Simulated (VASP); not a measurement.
# Sc (Fd-3m) in VASP: further runs, part 2 of 2

VASP 6.6.1. Earlier steps stand in the parts before.

## 3. Single point, BLYP (42.49 Å³/atom)

This run uses another cell than the first one, of 42.49 Å³/atom.

INCAR

```
PREC = Accurate
ENCUT = 520
EDIFF = 1E-6
ISMEAR = -1
SIGMA = 0.1
LREAL = F
LASPH = T
NELM = 60
ALGO = Normal
ISIF = 2
LWAVE = F
LCHARG = T
GGA = B5
ALDAX = 1.0
AGGAX = 1.0
AGGAC = 1.0
ALDAC = 0.0
LELF = T
LVHAR = T
NBANDS = 18
```

KPOINTS

```
Automatic mesh
0
Gamma
  9 9 9
```

POSCAR

```
Sc
1.0
    0.0000000000      3.4895331642      3.4895331642
    3.4895331642      0.0000000000      3.4895331642
    3.4895331642      3.4895331642      0.0000000000
Sc
2
Direct
    0.1250000000      0.1250000000      0.1250000000
    0.8750000000      0.8750000000      0.8750000000
```

Potentials or basis: VASP PAW PBE potentials, release 64 (Sc_sv).

Started as:

```sh
> cat potpaw_PBE.64/Sc_sv/POTCAR > POTCAR
> mpirun -np 1 vasp_std > vasp.out
```

OUTCAR:

```text
PREC = Accurate
   ENCUT = 520
   EDIFF = 1E-6
   ISMEAR = -1
   LREAL = F
   LASPH = T
   NELM = 60
   ISIF = 2
   GGA = B5

 ion  position               nearest neighbor table
   1  0.125  0.125  0.125-   2 3.02   2 3.02   2 3.02   2 3.02
   2  0.875  0.875  0.875-   1 3.02   1 3.02   1 3.02   1 3.02

  LATTYP: Found a face centered cubic cell.
 ALAT       =     6.9790663284

  Lattice vectors:

[... 689 lines left out ...]
     18       3.5711      0.00000

 [... further k-points ...]

------------------------ aborting loop because EDIFF is reached ----------------------------------------

  FORCE on cell =-STRESS in cart. coord.  units (eV):
  Direction    XX          YY          ZZ          XY          YZ          ZX
  --------------------------------------------------------------------------------------
  -------------------------------------------------------------------------------------
  Total       -0.1479946     -0.1479946     -0.1479946      0.0000000     -0.0000000     -0.0000000
  in kB       -2.7901309     -2.7901309     -2.7901309      0.0000000     -0.0000000     -0.0000000
  external PRESSURE =      -2.7901309 kB  Pullay stress =       0.0000000 kB

 VOLUME and BASIS-vectors are now :
 -----------------------------------------------------------------------------
  energy-cutoff  :      520.00
  volume of cell :       84.98
      direct lattice vectors                 reciprocal lattice vectors
     0.000000000  3.489533164  3.489533164    -0.143285642  0.143285642  0.143285642
     3.489533164  0.000000000  3.489533164     0.143285642 -0.143285642  0.143285642
     3.489533164  3.489533164  0.000000000     0.143285642  0.143285642 -0.143285642

 POSITION                                       TOTAL-FORCE (eV/Angst)
 -----------------------------------------------------------------------------------
      0.87238      0.87238      0.87238         0.000000     -0.000000      0.000000
      6.10668      6.10668      6.10668        -0.000000      0.000000     -0.000000
 -----------------------------------------------------------------------------------
    total drift:                                0.000000      0.000000     -0.000000

  FREE ENERGIE OF THE ION-ELECTRON SYSTEM (eV)
  ---------------------------------------------------
  free  energy   TOTEN  =        -7.3410298606 eV

  energy  without entropy=       -7.0764363808  energy(sigma->0) =       -7.20873312
```

OSZICAR:

```text
N       E                     dE             d eps       ncg     rms          rms(c)
DAV:   1     0.369182264712E+03    0.36918E+03   -0.10515E+04  1292   0.114E+03
DAV:   2     0.117885514002E+02   -0.35739E+03   -0.35061E+03  1572   0.514E+02
DAV:   3    -0.777495997749E+01   -0.19564E+02   -0.18882E+02  2138   0.146E+02
DAV:   4    -0.838635682203E+01   -0.61140E+00   -0.59764E+00  1856   0.214E+01
DAV:   5    -0.840318416130E+01   -0.16827E-01   -0.16754E-01  2176   0.319E+00    0.541E+00
DAV:   6    -0.734748969238E+01    0.10557E+01   -0.49142E+00  1860   0.175E+01    0.877E-01
DAV:   7    -0.734047728131E+01    0.70124E-02   -0.77171E-02  2072   0.265E+00    0.559E-01
DAV:   8    -0.734104928088E+01   -0.57200E-03   -0.23317E-02  1712   0.168E+00    0.191E-01
DAV:   9    -0.734152513985E+01   -0.47586E-03   -0.11563E-02  1780   0.104E+00    0.150E-01
DAV:  10    -0.734102611769E+01    0.49902E-03   -0.45470E-03  1874   0.534E-01    0.159E-02
DAV:  11    -0.734103007201E+01   -0.39543E-05   -0.61457E-05  1990   0.842E-02    0.863E-03
DAV:  12    -0.734103013270E+01   -0.60684E-07   -0.12328E-05  1702   0.316E-02    0.146E-03
DAV:  13    -0.734102986063E+01    0.27207E-06   -0.28470E-07   852   0.507E-03
   1 F= -.73410299E+01 E0= -.72087331E+01  d E =-.264593E+00
```

stdout:

```text
POSCAR found type information on POSCAR Sc
 POSCAR found :  1 types and       2 ions
 scaLAPACK will be used
 -----------------------------------------------------------------------------
|                                                                             |
|                                                                             |
|     You enforced a specific xc type in the INCAR file but a different       |
|     I HOPE YOU KNOW WHAT YOU ARE DOING!                                     |
|                                                                             |
 -----------------------------------------------------------------------------

 LDA part: xc-table for (Slater(with rela. corr.)+VWN5), standard interpolation
 POSCAR, INCAR and KPOINTS ok, starting setup
 FFT: planning ... GRIDC
 FFT: planning ... GRID_SOFT
 FFT: planning ... GRID
 WAVECAR not read
 entering main loop
```

Run time: 43 s. Hardware: 1 thread of Intel Xeon 6975P-C (Granite Rapids), shared host; peak memory 0.24 GiB.

What came out:

| Item | Value |
| --- | --- |
| Free energy | -7.3410 eV |
| Pressure | -0.3 GPa |
| Band gap on the k mesh | zero (bands 11 and 12 overlap by 0.63 eV) |

Levels at points of the mesh, in eV from the Fermi level:
```tsv
k point	band 8	band 9	band 10	band 11	band 12	band 13	band 14	band 15
(0.00, 0.00, 0.00)	-28.53	-3.64	0.15	0.15	0.17	0.17	0.17	1.33
```

Caveat: the PAW data sets were made with another functional, which shifts forces and pressure a little.

## 4. Single point, BLYP (44.13 Å³/atom)

This run uses another cell than the first one, of 44.13 Å³/atom.

INCAR

```
  PREC = Accurate
  ENCUT = 520
  EDIFF = 1E-6
  ISMEAR = -1
  SIGMA = 0.1
  LREAL = F
  LASPH = T
  NELM = 100
  ALGO = Normal
  ISIF = 2
  LWAVE = F
  LCHARG = F
  GGA = B5
  ALDAX = 1.0
  AGGAX = 1.0
  AGGAC = 1.0
  ALDAC = 0.0
  NBANDS = 18
```

KPOINTS is that of step 3.

POSCAR

```
Sc
1.0
    0.0000000000      3.5337091598      3.5337091598
    3.5337091598      0.0000000000      3.5337091598
    3.5337091598      3.5337091598      0.0000000000
Sc
2
Direct
    0.1250000000      0.1250000000      0.1250000000
    0.8750000000      0.8750000000      0.8750000000
```

Potentials or basis: VASP PAW PBE potentials, release 64 (Sc_sv).

Started as:

```sh
> cat potpaw_PBE.64/Sc_sv/POTCAR > POTCAR
> mpirun -np 1 vasp_std > vasp.out
```

OUTCAR:

```text
PREC = Accurate
   ENCUT = 520
   EDIFF = 1E-6
   ISMEAR = -1
   LREAL = F
   LASPH = T
   NELM = 100
   ISIF = 2
   GGA = B5

 ion  position               nearest neighbor table
   1  0.125  0.125  0.125-   2 3.06   2 3.06   2 3.06   2 3.06
   2  0.875  0.875  0.875-   1 3.06   1 3.06   1 3.06   1 3.06

  LATTYP: Found a face centered cubic cell.
 ALAT       =     7.0674183196

  Lattice vectors:

[... 689 lines left out ...]
     18       3.3570      0.00000

 [... further k-points ...]

------------------------ aborting loop because EDIFF is reached ----------------------------------------

  FORCE on cell =-STRESS in cart. coord.  units (eV):
  Direction    XX          YY          ZZ          XY          YZ          ZX
  --------------------------------------------------------------------------------------
  -------------------------------------------------------------------------------------
  Total       -0.2769350     -0.2769350     -0.2769350     -0.0000000      0.0000000     -0.0000000
  in kB       -5.0276616     -5.0276616     -5.0276616     -0.0000000      0.0000000     -0.0000000
  external PRESSURE =      -5.0276616 kB  Pullay stress =       0.0000000 kB

 VOLUME and BASIS-vectors are now :
 -----------------------------------------------------------------------------
  energy-cutoff  :      520.00
  volume of cell :       88.25
      direct lattice vectors                 reciprocal lattice vectors
     0.000000000  3.533709160  3.533709160    -0.141494384  0.141494384  0.141494384
     3.533709160  0.000000000  3.533709160     0.141494384 -0.141494384  0.141494384
     3.533709160  3.533709160  0.000000000     0.141494384  0.141494384 -0.141494384

 POSITION                                       TOTAL-FORCE (eV/Angst)
 -----------------------------------------------------------------------------------
      0.88343      0.88343      0.88343        -0.000000     -0.000000     -0.000000
      6.18399      6.18399      6.18399         0.000000      0.000000      0.000000
 -----------------------------------------------------------------------------------
    total drift:                                0.000000      0.000000     -0.000000

  FREE ENERGIE OF THE ION-ELECTRON SYSTEM (eV)
  ---------------------------------------------------
  free  energy   TOTEN  =        -7.3337002244 eV

  energy  without entropy=       -7.0571000944  energy(sigma->0) =       -7.19540016
```

Run time: 41 s. Hardware: 1 thread of Intel Xeon 6975P-C (Granite Rapids), shared host; peak memory 0.24 GiB.

What came out:

```yaml
Free_energy: -7.3337 eV
Pressure: -0.5 GPa
Band_gap_on_the_k_mesh: zero (bands 11 and 12 overlap by 0.60 eV)
```

Caveat: the PAW data sets were made with another functional, which shifts forces and pressure a little.

## 5. Single point, BLYP (45.76 Å³/atom)

This run uses another cell than the first one, of 45.76 Å³/atom.

INCAR

```
SYSTEM = Sc
  PREC = Accurate
  ENCUT = 520
  EDIFF = 1E-7
  ISMEAR = -1
  SIGMA = 0.1
  LREAL = .FALSE.
  LASPH = .TRUE.
  NELM = 100
  ALGO = Normal
  ISIF = 2
  LWAVE = .FALSE.
  LCHARG = .FALSE.
  GGA = B5
  ALDAX = 1.0
  AGGAX = 1.0
  AGGAC = 1.0
  ALDAC = 0.0
  NBANDS = 18
```

KPOINTS

```
regular mesh
0
G
  9 9 9
  0 0 0
```

POSCAR

```
Sc
1.0
    0.0000000000      3.5768074215      3.5768074215
    3.5768074215      0.0000000000      3.5768074215
    3.5768074215      3.5768074215      0.0000000000
Sc
2
Direct
    0.1250000000      0.1250000000      0.1250000000
    0.8750000000      0.8750000000      0.8750000000
```

Started as:

```sh
> cat potpaw_PBE.64/Sc_sv/POTCAR > POTCAR
> mpirun -np 1 vasp_std > vasp.out
```

Wall time 50 s (1 thread of Intel Xeon 6975P-C (Granite Rapids), shared host); peak memory 0.24 GiB.

Results (log left out):

```yaml
Free_energy: -7.3219 eV
Pressure: -0.7 GPa
Band_gap_on_the_k_mesh: zero (bands 11 and 12 overlap by 0.56 eV)
```

Levels at points of the mesh, in eV from the Fermi level:
```
           k point  band 8  band 9  band 10  band 11  band 12  band 13
(0.00, 0.00, 0.00)  -28.64   -3.54     0.15     0.15     0.15     0.18
```

Caveat: the PAW data sets were made with another functional, which shifts forces and pressure a little.

## 6. Overview

| cell | gap on the mesh (eV) | pressure (GPa) |
| --- | --- | --- |
| a = 4.871 Å, angles 60.0°, 2 atoms | none | 0.0 |
| a = 4.935 Å, angles 60.0°, 2 atoms | none | -0.3 |
| a = 4.997 Å, angles 60.0°, 2 atoms | none | -0.5 |
| a = 5.058 Å, angles 60.0°, 2 atoms | none | -0.7 |

Alike in all rows: task single point; level BLYP; potentials or basis VASP PAW PBE potentials, release 64 (Sc_sv); no spin polarisation; k mesh 9 × 9 × 9; cutoff (eV) 520; smearing fermi-dirac 0.1 eV.

Caveats: the PAW data sets were made with another functional, which shifts forces and pressure a little.

Absolute energies hang on the potentials; compare differences alone.
